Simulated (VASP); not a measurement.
# CsTa2S4 (P-6m2) in VASP: single point with PBE+D3(BJ)

Aim: the single point of CsTa2S4 with PBE+D3(BJ).

All numbers are computed with VASP 6.6.1; they aren't measurements. Logs are shortened: lines on timing, memory, paths and dates and some standing lists are left out, and cuts for length are marked.

### 1 The cell of the first run

The structure is hexagonal, space group P-6m2 (No. 187). Conventional cell: a = 3.415 Å, b = 3.415 Å, c = 14.691 Å, α = 90.00°, β = 90.00°, γ = 120.00°. Cs (site symmetry -6m2) has 6 S at 3.28 Å and 6 Cs at 3.42 Å within 4.3 Å. Within 3.5 Å of Ta (site symmetry 3m) lie 6 S at 2.47 to 2.50 Å and 6 Ta at 3.42 Å. Within 3.5 Å of S (site symmetry 3m) lie 3 Ta at 2.47 Å and 8 S at 3.04 to 3.42 Å. Within 3.5 Å of S (site symmetry 3m) lie 3 Ta at 2.50 Å and 7 S at 3.04 to 3.42 Å and 3 Cs at 3.28 Å.

### 2 Single point, PBE+D3(BJ), collinear spin

File INCAR:

```
PREC = Accurate
ENCUT = 520
EDIFF = 1E-7
ISMEAR = 0
SIGMA = 0.1
LREAL = False
LASPH = True
NELM = 150
ALGO = Normal
ISIF = 2
LWAVE = False
LCHARG = False
ISPIN = 2
MAGMOM = 0 1 1 0 0 0 0
LORBIT = 11
LMAXMIX = 4
GGA = PE
IVDW = 12
NBANDS = 40
```

File KPOINTS:

```
Automatic mesh
0
Gamma
  6 6 2
```

File POSCAR:

```
CsTa2S4
1.0
    3.4150008720      0.0000000000      0.0000000000
   -1.7075004360      2.9574775091      0.0000000000
    0.0000000000      0.0000000000     14.6914462636
Cs Ta S
1 2 4
Direct
    0.3333333333      0.6666666667      0.0000000000
    0.0000000000      0.0000000000      0.7170832438
    0.0000000000      0.0000000000      0.2829167562
    0.6666666667      0.3333333333      0.6152684441
    0.6666666667      0.3333333333      0.8218905493
    0.6666666667      0.3333333333      0.1781094507
    0.6666666667      0.3333333333      0.3847315559
```

Potentials or basis: VASP PAW PBE potentials, release 64 (Cs_sv, Ta_pv, S).

The run is started by

```
$ cat potpaw_PBE.64/Cs_sv/POTCAR potpaw_PBE.64/Ta_pv/POTCAR potpaw_PBE.64/S/POTCAR > POTCAR
$ mpirun -np 1 vasp_std > vasp.out
```

OUTCAR:

```text
PREC = Accurate
   ENCUT = 520
   EDIFF = 1E-7
   ISMEAR = 0
   LREAL = False
   LASPH = True
   NELM = 150
   ISIF = 2
   ISPIN = 2
   LORBIT = 11
   GGA = PE
   IVDW = 12
 IVDW          = 12

 ion  position               nearest neighbor table
   1  0.333  0.667  0.000-
   2  0.000  0.000  0.717-   4 2.47   4 2.47   4 2.47   5 2.50   5 2.50   5 2.50
   3  0.000  0.000  0.283-   7 2.47   7 2.47   7 2.47   6 2.50   6 2.50   6 2.50
   4  0.667  0.333  0.615-   2 2.47   2 2.47   2 2.47
   5  0.667  0.333  0.822-   2 2.50   2 2.50   2 2.50
   6  0.667  0.333  0.178-   3 2.50   3 2.50   3 2.50
   7  0.667  0.333  0.385-   3 2.47   3 2.47   3 2.47

  LATTYP: Found a hexagonal cell.
 ALAT       =     3.4150008720
 C/A-ratio  =     4.3020329465

  Lattice vectors:

 A1 = (   3.4150008720,   0.0000000000,   0.0000000000)
 A2 = (  -1.7075004360,   2.9574775091,   0.0000000000)
 A3 = (   0.0000000000,   0.0000000000,  14.6914462636)

Analysis of symmetry for initial positions (statically):
=====================================================================
 Subroutine PRICEL returns:
 Original cell was already a primitive cell.

 Routine SETGRP: Setting up the symmetry group for a
 hexagonal supercell.

 Subroutine GETGRP returns: Found 12 space group operations
 (whereof 12 operations were pure point group operations)
 out of a pool of 24 trial point group operations.

The static configuration has the point symmetry D_3h.

Analysis of symmetry for dynamics (positions and initial velocities):
=====================================================================
 Subroutine PRICEL returns:
 Original cell was already a primitive cell.

 Routine SETGRP: Setting up the symmetry group for a
 hexagonal supercell.

 Subroutine GETGRP returns: Found 12 space group operations
 (whereof 12 operations were pure point group operations)
 out of a pool of 24 trial point group operations.

The dynamic configuration has the point symmetry D_3h.

Analysis of structural, dynamic, and magnetic symmetry:
=====================================================================
 Subroutine PRICEL returns:
 Original cell was already a primitive cell.

 Routine SETGRP: Setting up the symmetry group for a
 hexagonal supercell.

 Subroutine GETGRP returns: Found 12 space group operations
 (whereof 12 operations were pure point group operations)
 out of a pool of 24 trial point group operations.

The overall configuration has the point symmetry D_3h.

[... 135 lines left out ...]

 number of electron      55.0000007 magnetization       0.0000121

 Free energy of the ion-electron system (eV)
  ---------------------------------------------------
  ext. energy  EPLUGINS =         0.00000000
  ---------------------------------------------------
  free energy    TOTEN  =       -48.05561557 eV

  energy without entropy =      -48.05457674  energy(sigma->0) =      -48.05509615

 E-fermi :   5.2941     XC(G=0): -10.2864

 val. band max:        5.1110993910   @ k =   0.1667   0.1667   0.0000
 cond. band min:       5.4492877299   @ k =   0.1667  -0.0000   0.0000
 fundamental gap:      0.3381883390
 Fermi energy:         5.2941066511

 spin component 1

 k-point     1 :       0.0000    0.0000    0.0000
  band No.  band energies     occupation
      1     -29.4884      1.00000
      2     -29.4884      1.00000
      3     -29.3399      1.00000
      4     -29.3399      1.00000
      5     -29.3399      1.00000
      6     -29.3399      1.00000
[... 577 lines left out ...]
     38      10.5397      0.00000
     39      10.9872      0.00000
 Fermi energy:         5.2941066511

 spin component 2

 k-point     1 :       0.0000    0.0000    0.0000
  band No.  band energies     occupation
      1     -29.4884      1.00000
      2     -29.4884      1.00000
      3     -29.3399      1.00000
      4     -29.3399      1.00000
      5     -29.3399      1.00000
      6     -29.3399      1.00000
[... 577 lines left out ...]
     38      10.5397      0.00000
     39      10.9871      0.00000
 [bands above 39 left out]

------------------------ aborting loop because EDIFF is reached ----------------------------------------

 Edisp (eV)   -2.74634

 E8    (eV) :    -1.2561

  FORCE on cell =-STRESS in cart. coord.  units (eV):
  Direction    XX          YY          ZZ          XY          YZ          ZX
  --------------------------------------------------------------------------------------
  -------------------------------------------------------------------------------------
  Total       0.13606     0.13606     0.16168    -0.00000     0.00000    -0.00000
  in kB       1.46910     1.46910     1.74582    -0.00000     0.00000    -0.00000
  external pressure =        1.56 kB  Pullay stress =        0.00 kB

 VOLUME and BASIS-vectors are now :
 -----------------------------------------------------------------------------
  energy-cutoff  :      520.00
  volume of cell :      148.38
      direct lattice vectors                 reciprocal lattice vectors
     3.415000872  0.000000000  0.000000000     0.292825694  0.169062993  0.000000000
    -1.707500436  2.957477509  0.000000000     0.000000000  0.338125986  0.000000000
     0.000000000  0.000000000 14.691446264     0.000000000  0.000000000  0.068066818

 POSITION                                       TOTAL-FORCE (eV/Angst)
 -----------------------------------------------------------------------------------
     -0.00000      1.97165      0.00000         0.000000      0.000000     -0.000000
      0.00000      0.00000     10.53499        -0.000000      0.000000     -0.006701
      0.00000      0.00000      4.15646        -0.000000      0.000000      0.006701
      1.70750      0.98583      9.03918         0.000000     -0.000000     -0.002837
      1.70750      0.98583     12.07476        -0.000000      0.000000     -0.015787
      1.70750      0.98583      2.61669        -0.000000     -0.000000      0.015787
      1.70750      0.98583      5.65226         0.000000      0.000000      0.002837
 -----------------------------------------------------------------------------------
    total drift:                               -0.000001      0.000000      0.000000

  FREE ENERGIE OF THE ION-ELECTRON SYSTEM (eV)
  ---------------------------------------------------
  free  energy   TOTEN  =       -50.8019590472 eV

  energy  without entropy=      -50.8009202169  energy(sigma->0) =      -50.80143963

 total charge

# of ion       s       p       d       tot
------------------------------------------
    1        1.843   4.696   0.112   6.651
    2        0.282   6.187   2.311   8.780
    3        0.282   6.187   2.311   8.780
    4        1.350   2.381   0.000   3.731
    5        1.325   2.455   0.000   3.779
    6        1.325   2.455   0.000   3.779
    7        1.350   2.381   0.000   3.731
--------------------------------------------------
tot          7.755  26.742   4.734  39.231

 magnetization (x)

# of ion       s       p       d       tot
------------------------------------------
    1        0.000   0.000  -0.000   0.000
    2       -0.000   0.000   0.000   0.000
    3       -0.000   0.000   0.000   0.000
    4       -0.000  -0.000   0.000  -0.000
    5        0.000   0.000   0.000   0.000
    6        0.000   0.000   0.000   0.000
    7       -0.000  -0.000   0.000  -0.000
--------------------------------------------------
tot         -0.000   0.000   0.000   0.000
```

OSZICAR:

```text
N       E                     dE             d eps       ncg     rms          rms(c)
DAV:   1     0.421192877590E+03    0.42119E+03   -0.26536E+04  2240   0.125E+03
DAV:   2    -0.231755705666E+02   -0.44437E+03   -0.42886E+03  2712   0.315E+02
DAV:   3    -0.506398632767E+02   -0.27464E+02   -0.27095E+02  2768   0.746E+01
DAV:   4    -0.512027700364E+02   -0.56291E+00   -0.56092E+00  2920   0.115E+01
[... 10 lines left out ...]
DAV:  15    -0.480556083102E+02   -0.32813E-04   -0.24568E-05  2688   0.195E-02    0.156E-02
DAV:  16    -0.480556150649E+02   -0.67548E-05   -0.80527E-06  2736   0.105E-02    0.750E-03
DAV:  17    -0.480556153246E+02   -0.25967E-06   -0.36426E-07  2656   0.255E-03    0.489E-03
DAV:  18    -0.480556155001E+02   -0.17553E-06   -0.95748E-08  1760   0.132E-03    0.224E-03
DAV:  19    -0.480556155686E+02   -0.68430E-07   -0.57431E-08  1688   0.106E-03
   1 F= -.50801959E+02 E0= -.50801440E+02  d E =-.103883E-02  mag=    -0.0000
```

Wall time 6.7 min (1 thread of Intel Xeon Platinum 8259CL at 2.50GHz (Skylake/Cascade Lake), shared host); peak memory 0.42 GiB.

What came out:

| Quantity | Value |
| --- | --- |
| Free energy | -50.8020 eV |
| Pressure | 0.2 GPa |
| Largest force | 0.016 eV/Å |
| Net moment | 0.00 μB per cell |
| Valence electrons inside the program's atomic spheres | Cs 6.65; Ta 8.78; S 3.73, 3.78 (each value once) |
| Dispersion energy per atom | -0.392 eV |

Forces in eV/Å, atoms in the order of the input:
```
Cs   0.000  0.000  0.000
Ta   0.000  0.000 -0.007
Ta   0.000  0.000  0.007
S    0.000  0.000 -0.003
S    0.000  0.000 -0.016
S    0.000  0.000  0.016
S    0.000  0.000  0.003
```

Caveat: spin-orbit coupling is left out, which moves the levels of the heavy elements.
